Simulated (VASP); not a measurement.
# K (Im-3m) in VASP: further runs

Runs on K. Level: PBE. Tasks: single point.

All numbers are computed with VASP 6.6.1; they aren't measurements. Logs are shortened: lines on timing, memory, paths and dates and some standing lists are left out, and cuts for length are marked.

**1. The cell of the first run**

The structure is cubic, space group Im-3m (No. 229). The conventional cell has a = 5.283 Å, b = 5.283 Å, c = 5.283 Å, α = 90.00°, β = 90.00°, γ = 90.00°.

**2. Single point, PBE**

Input file INCAR:

```
  PREC = Accurate
  ENCUT = 520
  EDIFF = 1E-6
  ISMEAR = -1
  SIGMA = 0.1
  LREAL = False
  LASPH = True
  NELM = 100
  ALGO = Normal
  ISIF = 2
  LWAVE = False
  LCHARG = False
  GGA = PE
  NBANDS = 10
```

Input file KPOINTS:

```
regular mesh
0
Gamma
  2 2 2
```

Input file POSCAR:

```
K
1.0
   -2.6417142217      2.6417142217      2.6417142217
    2.6417142217     -2.6417142217      2.6417142217
    2.6417142217      2.6417142217     -2.6417142217
K
1
Direct
    0.0000000000      0.0000000000      0.0000000000
```

Potentials or basis: VASP PAW PBE potentials, release 64 (K_sv).

The run is started by

```bash
cat potpaw_PBE.64/K_sv/POTCAR > POTCAR
mpirun -np 1 vasp_std > vasp.out
```

OUTCAR:

```text
PREC = Accurate
   ENCUT = 520
   EDIFF = 1E-6
   ISMEAR = -1
   LREAL = False
   LASPH = True
   NELM = 100
   ISIF = 2
   GGA = PE

 ion  position               nearest neighbor table
   1  0.000  0.000  0.000-

  LATTYP: Found a body centered cubic cell.
 ALAT       =     5.2834284434

  Lattice vectors:

 A1 = (  -2.6417142217,   2.6417142217,   2.6417142217)
 A2 = (   2.6417142217,  -2.6417142217,   2.6417142217)
 A3 = (   2.6417142217,   2.6417142217,  -2.6417142217)

Analysis of symmetry for initial positions (statically):
=====================================================================
 Subroutine PRICEL returns:
 Original cell was already a primitive cell.

 Routine SETGRP: Setting up the symmetry group for a
 body centered cubic supercell.

 Subroutine GETGRP returns: Found 48 space group operations
 (whereof 48 operations were pure point group operations)
 out of a pool of 48 trial point group operations.

The static configuration has the point symmetry O_h .

Analysis of symmetry for dynamics (positions and initial velocities):
=====================================================================
 Subroutine PRICEL returns:
 Original cell was already a primitive cell.

 Routine SETGRP: Setting up the symmetry group for a
 body centered cubic supercell.

 Subroutine GETGRP returns: Found 48 space group operations
 (whereof 48 operations were pure point group operations)
 out of a pool of 48 trial point group operations.

The dynamic configuration has the point symmetry O_h .

 Subroutine INISYM returns: Found 48 space group operations
 (whereof 48 operations are pure point group operations),
 and found     1 'primitive' translations

----------------------------------------------------------------------------------------

                                     Primitive cell

  volume of cell :      73.7424

  direct lattice vectors                    reciprocal lattice vectors
    -2.641714222  2.641714222  2.641714222     0.000000000  0.189271041  0.189271041
     2.641714222 -2.641714222  2.641714222     0.189271041  0.000000000  0.189271041
     2.641714222  2.641714222 -2.641714222     0.189271041  0.189271041  0.000000000

  length of vectors
     4.575583251  4.575583251  4.575583251     0.267669673  0.267669673  0.267669673

  position of ions in fractional coordinates (direct lattice)
     0.000000000  0.000000000  0.000000000

  ion indices of the primitive-cell ions
   primitive index   ion index
                 1           1

----------------------------------------------------------------------------------------

 KPOINTS: regular mesh

Automatic generation of k-mesh.
 Grid dimensions read from file:
 generate k-points for:    2    2    2

 Generating k-lattice:

  Cartesian coordinates                     Fractional coordinates (reciprocal lattice)
     0.000000000  0.094635520  0.094635520     0.500000000  0.000000000  0.000000000
     0.094635520  0.000000000  0.094635520     0.000000000  0.500000000  0.000000000
     0.094635520  0.094635520  0.000000000     0.000000000  0.000000000  0.500000000

  Length of vectors
     0.133834836  0.133834836  0.133834836

  Shift w.r.t. Gamma in fractional coordinates (k-lattice)
     0.000000000  0.000000000  0.000000000

 Subroutine IBZKPT returns following result:
 ===========================================

 Found      3 irreducible k-points:

 Following reciprocal coordinates:
            Coordinates               Weight
  0.000000  0.000000  0.000000      1.000000
  0.500000  0.000000  0.000000      6.000000
  0.500000  0.500000  0.500000      1.000000
   k-points           NKPTS =      3   k-points in BZ     NKDIM =      3   number of bands    NBANDS=     10
   number of dos      NEDOS =    301   number of ions     NIONS =      1
   total plane-waves  NPLWV =  46656
   dimension x,y,z NGX =    36 NGY =   36 NGZ =   36
   dimension x,y,z NGXF=    72 NGYF=   72 NGZF=   72
   ions per type =               1
   NGX,Y,Z   is equivalent  to a cutoff of  13.08, 13.08, 13.08 a.u.
   NGXF,Y,Z  is equivalent  to a cutoff of  26.16, 26.16, 26.16 a.u.
 SYSTEM =  unknown system
   PREC   = accura    normal or accurate (medium, high low for compatibility)
   ISTART =      0    job   : 0-new  1-cont  2-samecut
   ICHARG =      2    charge: 1-file 2-atom 10-const
   ISPIN  =      1    spin polarized calculation?
   LNONCOLLINEAR =      F non collinear calculations
   LSORBIT =      F    spin-orbit coupling
   LASPH  =      T    aspherical Exc in radial PAW
   ENCUT  =  520.0 eV  38.22 Ry    6.18 a.u.   8.51  8.51  8.51*2*pi/ulx,y,z
   NELM   =    100;   NELMIN=  2; NELMDL= -5     # of ELM steps
   EDIFF  = 0.1E-05   stopping-criterion for ELM
   LREAL  =      F    real-space projection
   EDIFFG = 0.1E-04   stopping-criterion for IOM
   NSW    =      0    number of steps for IOM
   IBRION =     -1    ionic relax: 0-MD 1-quasi-New 2-CG
   NFREE  =      0    steps in history (QN), initial steepest desc. (CG)
   ISIF   =      2    stress and relaxation
   ISYM   =      2    0-nonsym 1-usesym 2-fastsym
   POTIM  = 0.5000    time-step for ionic-motion
   TEBEG  =    0.0;   TEEND  =   0.0 temperature during run
   PSTRESS=    0.0 pullay stress
   NELECT =       9.0000    total number of electrons
   NUPDOWN=      -1.0000    fix difference up-down
   EMIN   =  10.00;   EMAX   =-10.00  energy-range for DOS
   EFERMI =   0.00;   METHOD = LEGACY
   ISMEAR =    -1;   SIGMA  =   0.10  broadening in eV -4-tet -1-fermi 0-gaus
   EFERMI_NEDOS =   21; number of points for ismear=-14 and -15
   IALGO  =     38    algorithm
   IMIX   =      4    mixing-type and parameters
     AMIX     =   0.40;   BMIX     =  1.00
     AMIX_MAG =   1.60;   BMIX_MAG =  1.00
  volume/ion in A,a.u.               =      73.74       497.64
  Fermi-wavevector in a.u.,A,eV,Ry     =   0.812051  1.534553  8.972041  0.659426
  Thomas-Fermi vector in A             =   1.921523
   LORBIT       =      0    0 simple, 1 ext, 2 COOP (PROOUT), +10 PAW based schemes
   GGA     = PE    functional components
   LHFCALC =     F    Hartree Fock is set to
   AEXX    =    0.0000 exact exchange contribution
   IVDW    =     0    specifies the selected vdW correction
   LEPSILON=     F    determine dielectric tensor
   LRPA    =     F    only Hartree local field effects (RPA)
 non-spin polarized calculation
  energy-cutoff  :      520.00
  volume of cell :       73.74
 maximum number of plane-waves:      2006
 NGX is ok and might be reduce to    36
   NGX = 17   NGY = 17   NGZ = 17

 number of electron       9.0000001 magnetization

 Free energy of the ion-electron system (eV)
  ---------------------------------------------------
  ext. energy  EPLUGINS =         0.00000000
  ---------------------------------------------------
  free energy    TOTEN  =        -0.55181744 eV

  energy without entropy =       -0.41419584  energy(sigma->0) =       -0.48300664

 E-fermi :   0.3253     XC(G=0):  -5.6112

 val. band max:       -2.2485045160   @ k =   0.0000   0.0000   0.0000
 cond. band min:       0.3501215106   @ k =   0.5000   0.0000   0.0000
 fundamental gap:      2.5986260267
 Fermi energy:         0.3252604506

 k-point     1 :       0.0000    0.0000    0.0000
  band No.  band energies     occupation
      1     -32.1568      2.00000
      2     -15.6119      2.00000
      3     -15.6119      2.00000
      4     -15.6119      2.00000
      5      -2.2485      2.00000
      6       4.2026      0.00000
      7       4.2026      0.00000
      8       4.2026      0.00000
      9       5.1345      0.00000
     10       5.1345      0.00000

 k-point     2 :       0.5000    0.0000    0.0000
  band No.  band energies     occupation
      1     -32.1527      2.00000
      2     -15.6797      2.00000
      3     -15.6348      2.00000
      4     -15.6118      2.00000
      5       0.3501      0.87633
      6       0.5972      0.12367
      7       3.0715      0.00000
      8       4.7803      0.00000
      9       5.6595      0.00000
     10       5.8474      0.00000

 k-point     3 :       0.5000    0.5000    0.5000
  band No.  band energies     occupation
      1     -32.1495      2.00000
      2     -15.6609      2.00000
      3     -15.6609      2.00000
      4     -15.6609      2.00000
      5       1.5955      0.00001
      6       1.5955      0.00001
      7       3.3666      0.00000
      8       3.3666      0.00000
      9       3.3666      0.00000
     10       5.4042      0.00000

------------------------ aborting loop because EDIFF is reached ----------------------------------------

  FORCE on cell =-STRESS in cart. coord.  units (eV):
  Direction    XX          YY          ZZ          XY          YZ          ZX
  --------------------------------------------------------------------------------------
  -------------------------------------------------------------------------------------
  Total        0.1462710      0.1462710      0.1462710      0.0000000      0.0000000     -0.0000000
  in kB        3.1779813      3.1779813      3.1779813      0.0000000      0.0000000     -0.0000000
  external PRESSURE =       3.1779813 kB  Pullay stress =       0.0000000 kB

 VOLUME and BASIS-vectors are now :
 -----------------------------------------------------------------------------
  energy-cutoff  :      520.00
  volume of cell :       73.74
      direct lattice vectors                 reciprocal lattice vectors
    -2.641714222  2.641714222  2.641714222     0.000000000  0.189271041  0.189271041
     2.641714222 -2.641714222  2.641714222     0.189271041  0.000000000  0.189271041
     2.641714222  2.641714222 -2.641714222     0.189271041  0.189271041  0.000000000

 POSITION                                       TOTAL-FORCE (eV/Angst)
 -----------------------------------------------------------------------------------
      0.00000      0.00000      0.00000        -0.000000      0.000000     -0.000000
 -----------------------------------------------------------------------------------
    total drift:                               -0.000000      0.000000      0.000000

  FREE ENERGIE OF THE ION-ELECTRON SYSTEM (eV)
  ---------------------------------------------------
  free  energy   TOTEN  =        -0.5518174361 eV

  energy  without entropy=       -0.4141958354  energy(sigma->0) =       -0.48300664
```

It took 4.7 s on 1 thread of Intel Xeon 6975P-C, shared host; peak memory 0.19 GiB.

What came out:

| Property | Result |
| --- | --- |
| Free energy | -0.5518 eV |
| Pressure | 0.3 GPa |

Caveat: the k points lie up to 0.84 Å⁻¹ apart.

**3. Single point, PBE**

Input file INCAR:

```
SYSTEM = K
PREC = Accurate
ENCUT = 520
EDIFF = 1E-6
ISMEAR = -1
SIGMA = 0.1
LREAL = .False.
LASPH = .True.
NELM = 80
ALGO = Normal
ISIF = 2
LWAVE = .False.
LCHARG = .True.
GGA = PE
LELF = .True.
LVHAR = .True.
NBANDS = 10
```

Input file KPOINTS:

```
Automatic mesh
0
Gamma
  2 2 2
  0 0 0
```

POSCAR is that of step 2.

Potentials or basis: VASP PAW PBE potentials, release 64 (K_sv).

The run is started by

```bash
cat potpaw_PBE.64/K_sv/POTCAR > POTCAR
mpirun -np 1 vasp_std > vasp.out
```

OUTCAR:

```text
SYSTEM = K
   PREC = Accurate
   ENCUT = 520
   EDIFF = 1E-6
   ISMEAR = -1
   LREAL = .False.
   LASPH = .True.
   NELM = 80
   ISIF = 2
   GGA = PE

 ion  position               nearest neighbor table
   1  0.000  0.000  0.000-

  LATTYP: Found a body centered cubic cell.
 ALAT       =     5.2834284434

  Lattice vectors:

 A1 = (  -2.6417142217,   2.6417142217,   2.6417142217)
[... 194 lines left out ...]
      7       3.3666      0.00000
      8       3.3666      0.00000
      9       3.3666      0.00000
     10       5.4042      0.00000

------------------------ aborting loop because EDIFF is reached ----------------------------------------

  FORCE on cell =-STRESS in cart. coord.  units (eV):
  Direction    XX          YY          ZZ          XY          YZ          ZX
  --------------------------------------------------------------------------------------
  -------------------------------------------------------------------------------------
  Total        0.1462710      0.1462710      0.1462710      0.0000000      0.0000000     -0.0000000
  in kB        3.1779813      3.1779813      3.1779813      0.0000000      0.0000000     -0.0000000
  external PRESSURE =       3.1779813 kB  Pullay stress =       0.0000000 kB

 VOLUME and BASIS-vectors are now :
 -----------------------------------------------------------------------------
  energy-cutoff  :      520.00
  volume of cell :       73.74
      direct lattice vectors                 reciprocal lattice vectors
    -2.641714222  2.641714222  2.641714222     0.000000000  0.189271041  0.189271041
     2.641714222 -2.641714222  2.641714222     0.189271041  0.000000000  0.189271041
     2.641714222  2.641714222 -2.641714222     0.189271041  0.189271041  0.000000000

 POSITION                                       TOTAL-FORCE (eV/Angst)
 -----------------------------------------------------------------------------------
      0.00000      0.00000      0.00000        -0.000000      0.000000     -0.000000
 -----------------------------------------------------------------------------------
    total drift:                               -0.000000      0.000000      0.000000

  FREE ENERGIE OF THE ION-ELECTRON SYSTEM (eV)
  ---------------------------------------------------
  free  energy   TOTEN  =        -0.5518174361 eV

  energy  without entropy=       -0.4141958354  energy(sigma->0) =       -0.48300664
```

OSZICAR:

```text
N       E                     dE             d eps       ncg     rms          rms(c)
DAV:   1     0.608471979019E+02    0.60847E+02   -0.32038E+03    60   0.659E+02
DAV:   2     0.190955771412E+01   -0.58938E+02   -0.57844E+02    64   0.190E+02
DAV:   3    -0.303346983506E+00   -0.22129E+01   -0.22113E+01    74   0.338E+01
DAV:   4    -0.551161989222E+00   -0.24782E+00   -0.24292E+00   102   0.805E+00
DAV:   5    -0.551863089200E+00   -0.70110E-03   -0.70101E-03    82   0.533E-01    0.633E-01
DAV:   6    -0.551727090877E+00    0.13600E-03   -0.69212E-04    86   0.175E-01    0.410E-01
DAV:   7    -0.551798167829E+00   -0.71077E-04   -0.85901E-04    84   0.184E-01    0.498E-02
DAV:   8    -0.551812870224E+00   -0.14702E-04   -0.59800E-05    86   0.840E-02    0.904E-03
DAV:   9    -0.551817794953E+00   -0.49247E-05   -0.35411E-06    88   0.165E-02    0.532E-03
DAV:  10    -0.551817436095E+00    0.35886E-06   -0.14515E-06    68   0.876E-03
   1 F= -.55181744E+00 E0= -.48300664E+00  d E =-.137622E+00
```

stdout:

```text
POSCAR found type information on POSCAR K
 POSCAR found :  1 types and       1 ions
 scaLAPACK will be used
 LDA part: xc-table for (Slater+PW92), standard interpolation
 POSCAR, INCAR and KPOINTS ok, starting setup
 FFT: planning ... GRIDC
 FFT: planning ... GRID_SOFT
 FFT: planning ... GRID
 WAVECAR not read
 entering main loop
```

It took 7.3 s on 1 thread of Intel Xeon 6975P-C, shared host; peak memory 0.19 GiB.

Results:

```yaml
Free_energy: -0.5518 eV
Pressure: 0.3 GPa
```

Caveat: the k points lie up to 0.84 Å⁻¹ apart.

**4. Single point, PBE**

Input file INCAR:

```
SYSTEM = K
  PREC = Accurate
  ENCUT = 520
  EDIFF = 1E-6
  ISMEAR = -1
  SIGMA = 0.1
  LREAL = .False.
  LASPH = .True.
  NELM = 60
  ALGO = Normal
  ISIF = 2
  LWAVE = .False.
  LCHARG = .True.
  GGA = PE
  LELF = .True.
  LVHAR = .True.
  NBANDS = 10
```

Input file KPOINTS:

```
Automatic mesh
0
Gamma
  3 3 3
  0 0 0
```

POSCAR is that of step 3.

The run is started by

```bash
cat potpaw_PBE.64/K_sv/POTCAR > POTCAR
mpirun -np 1 vasp_std > vasp.out
```

Run time: 7.2 s. Hardware: 1 thread of Intel Xeon 6975P-C, shared host; peak memory 0.19 GiB.

It converged, with:

- Free energy: -1.1490 eV
- Pressure: -0.1 GPa

Levels at points of the mesh, in eV from the Fermi level:
```csv
k point,band 1,band 2,band 3,band 4,band 5,band 6,band 7,band 8,band 9
"(0.00, 0.00, 0.00)",-32.19,-15.64,-15.64,-15.64,-2.21,4.24,4.24,4.24,5.15
```

Caveat: the k points lie up to 0.56 Å⁻¹ apart.
